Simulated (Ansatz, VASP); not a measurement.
# One calculation of AgBr, two programs

```
Ag Br
1.0
     0.00000    2.85188    2.85188
     2.85188    0.00000    2.85188
     2.85188    2.85188    0.00000
Ag Br
1 1
Direct
  0.00000 0.00000 0.00000
  0.50000 0.50000 0.50000
```

Alike in both runs: task single point; functional PBEsol; k mesh 6 × 6 × 6; occupations fermi-dirac, width 0.01 eV; non-collinear spin, spin-orbit coupling.

```csv
,VASP,Ansatz
version,VASP 6.6.1,Ansatz 0.2.0
potentials or method,"VASP PAW PBE potentials, release 64 (Ag, Br), cutoff 500 eV",all-electron LAPW
```

```csv
,VASP,Ansatz,Ansatz less VASP
pressure (GPa),-0.8,-0.8,+0.02
net moment per atom (μB),0.00,0.00,0.000
```

VASP's potentials were made for PBE, not for PBEsol. Ansatz ran all-electron here, and VASP with PAW potentials.
